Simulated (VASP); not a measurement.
Set up this calculation in VASP 6.6.1, as the native input.

| Item | Value |
| --- | --- |
| Task | single point |
| Functional | PBE |
| Potentials or basis | VASP PAW PBE potentials, release 64 (Ta_pv, B, O) |
| Cutoff | 520 eV |
| k mesh | 4 × 4 × 6 |
| Occupations | gaussian, width 0.1 eV |
| Spin | no spin polarisation |
| Dipole correction | no |
| Further INCAR settings | ALGO = Normal; EDIFF = 1e-07; NBANDS = 25 |

The structure of Ta2B2O lies in POSCAR:

```
Ta2B2O
1.0
    4.3551275544      0.0000000000      0.0000000000
    0.0000000000      4.3551275544      0.0000000000
    0.0000000000      0.0000000000      3.0915897778
Ta B O
2 2 1
Direct
    0.0000000000      0.5000000000      0.5000000000
    0.5000000000      0.0000000000      0.5000000000
    0.5000000000      0.5000000000      0.7501946807
    0.5000000000      0.5000000000      0.2498053193
    0.0000000000      0.0000000000      0.0000000000
```

The cell was built from a structure type or drawn by symmetry, and may not be a known phase.

The input as run:

INCAR

```
PREC = Accurate
ENCUT = 520
EDIFF = 1E-7
ISMEAR = 0
SIGMA = 0.1
LREAL = False
LASPH = True
NELM = 60
ALGO = Normal
ISIF = 2
LWAVE = False
LCHARG = False
GGA = PE
NBANDS = 25
```

KPOINTS

```
regular mesh
0
Gamma
  4 4 6
```

Potentials or basis: VASP PAW PBE potentials, release 64 (Ta_pv, B, O).

Command:

```sh
$ cat potpaw_PBE.64/Ta_pv/POTCAR potpaw_PBE.64/B/POTCAR potpaw_PBE.64/O/POTCAR > POTCAR
$ mpirun -np 1 vasp_std > vasp.out
```

It gave:

```json
{
 "Pressure": "0.2 GPa",
 "Largest force": "0.027 eV/Å",
 "Band gap on the k mesh": "zero (bands 17 and 18 overlap by 0.96 eV)"
}
```

Caveat: the k points lie up to 0.36 Å⁻¹ apart, too coarse for converged energies and pressures of a metal; spin-orbit coupling is left out, which moves the levels of the heavy elements.

It took 19 s on 1 thread of AMD EPYC 9R45 96-Core Processor (Zen 5) (shared host), peak memory 0.15 GiB.
